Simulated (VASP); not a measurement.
MgB2, 3 atoms in the cell. It takes space group P6/mmm (No. 191, hexagonal). The conventional cell has a = 3.070 Å, b = 3.070 Å, c = 3.507 Å, α = 90.00°, β = 90.00°, γ = 120.00°. Mg (site symmetry 6/mmm) has 12 B at 2.49 Å and 6 Mg at 3.07 Å within 3.3 Å. B (site symmetry -6m2) has 3 B at 1.77 Å within 2.4 Å. 

* Program: VASP 6.6.1
* Task: single point
* Functional: r2SCAN
* Potentials or basis: VASP PAW PBE potentials, release 64 (Mg, B)
* Cutoff: 520 eV
* k mesh: 12 × 12 × 8
* Occupations: fermi-dirac, width 0.1 eV
* Spin: no spin polarisation
* Dipole correction: no
* Further INCAR settings: ALGO = Normal; EDIFF = 1e-06; NBANDS = 11

Potentials or basis: VASP PAW PBE potentials, release 64 (Mg, B).

Command:

```console
$ cat potpaw_PBE.64/Mg/POTCAR potpaw_PBE.64/B/POTCAR > POTCAR
$ cp INCAR.step1 INCAR
$ mpirun -np 1 vasp_std > vasp.out
$ cp INCAR.step2 INCAR
$ mpirun -np 1 vasp_std > vasp.out
```

Hardware: 1 thread of Intel(R) Xeon(R) Platinum 8488C (Sapphire Rapids), on a shared host.

Question: Estimate the wall time of this run.

Answer: Run time: 42 s on 1 thread of Intel(R) Xeon(R) Platinum 8488C (Sapphire Rapids), on a shared host, peak memory 0.16 GiB. Counts: k points 95.
